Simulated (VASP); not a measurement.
Wanted: the native input for a VASP 6.6.1 run.

| Property | Result |
| --- | --- |
| Task | single point |
| Functional | PBE |
| Potentials or basis | VASP PAW PBE potentials, release 64 (Li_sv) |
| Cutoff | 520 eV |
| k mesh | 16 × 16 × 15 |
| Occupations | fermi-dirac, width 0.1 eV |
| Spin | no spin polarisation |
| Dipole correction | no |
| Further INCAR settings | ALGO = Normal; EDIFF = 1e-06; NBANDS = 8 |

The structure of Li lies in POSCAR:

```
Li
1.0
    2.7763031400      0.0000000000      0.0000000000
   -1.3881515700      2.4043490478      0.0000000000
    0.0000000000      0.0000000000      2.5531729403
Li
1
Direct
    0.0000000000      0.0000000000      0.0000000000
```

This isn't the form of Li at room conditions, which is bcc.

These files were run (other wordings do the same):

INCAR

```
SYSTEM = Li
  PREC = Accurate
  ENCUT = 520
  EDIFF = 1E-6
  ISMEAR = -1
  SIGMA = 0.1
  LREAL = .FALSE.
  LASPH = .TRUE.
  NELM = 80
  ALGO = Normal
  ISIF = 2
  LWAVE = .FALSE.
  LCHARG = .FALSE.
  GGA = PE
  NBANDS = 8
```

KPOINTS

```
Automatic mesh
0
G
  16 16 15
  0 0 0
```

Potentials or basis: VASP PAW PBE potentials, release 64 (Li_sv).

Launch:

```bash
$ cat potpaw_PBE.64/Li_sv/POTCAR > POTCAR
$ mpirun -np 1 vasp_std > vasp.out
```

It gave:

The band gap on the k mesh is zero (an odd number of electrons rules out a gap without spin polarisation).

Wall time 27 s on 1 thread of Intel Xeon 8259CL, on a shared host, peak memory 0.14 GiB.
